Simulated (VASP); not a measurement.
Write the native input for VASP 6.6.1 that does the following.

| Item | Value |
| --- | --- |
| Task | single point |
| Functional | PBE |
| Potentials or basis | VASP PAW PBE potentials, release 64 (F) |
| Cutoff | 520 eV |
| k mesh | 54 × 54 × 54 |
| Occupations | fermi-dirac, width 0.0612256 eV |
| Spin | no spin polarisation |
| Dipole correction | no |
| Further INCAR settings | ALGO = Normal; EDIFF = 1e-06; NBANDS = 10 |

The structure of F lies in POSCAR:

```
F
1.0
    0.0000000000      1.7295269291      1.7295269291
    1.7295269291      0.0000000000      1.7295269291
    1.7295269291      1.7295269291      0.0000000000
F
1
Direct
    0.0000000000      0.0000000000      0.0000000000
```

One way to write it, as run:

INCAR

```
SYSTEM = F
PREC = Accurate ; ENCUT = 520
EDIFF = 1E-6 ; ISMEAR = -1
SIGMA = 0.06122561905347299 ; LREAL = .False.
LASPH = .True. ; NELM = 100
ALGO = Normal ; ISIF = 2
LWAVE = .False. ; LCHARG = .False.
GGA = PE ; NBANDS = 10
```

KPOINTS

```
regular mesh
0
Gamma
  54 54 54
  0 0 0
```

Potentials or basis: VASP PAW PBE potentials, release 64 (F).

Launch:

```console
$ cat potpaw_PBE.64/F/POTCAR > POTCAR
$ mpirun -np 1 vasp_std > vasp.out
```

Results of the run:

```yaml
Pressure: -1.5 GPa
Band_gap_on_the_k_mesh: zero (an odd number of electrons rules out a gap without spin polarisation)
```

Caveat: an odd number of electrons without spin polarisation forces a metal; a magnetic or distorted state may lie lower.

Run time: 7.5 min on 1 thread of Oxide Virtual Turin-like Processor, with other jobs on the host, peak memory 0.37 GiB.
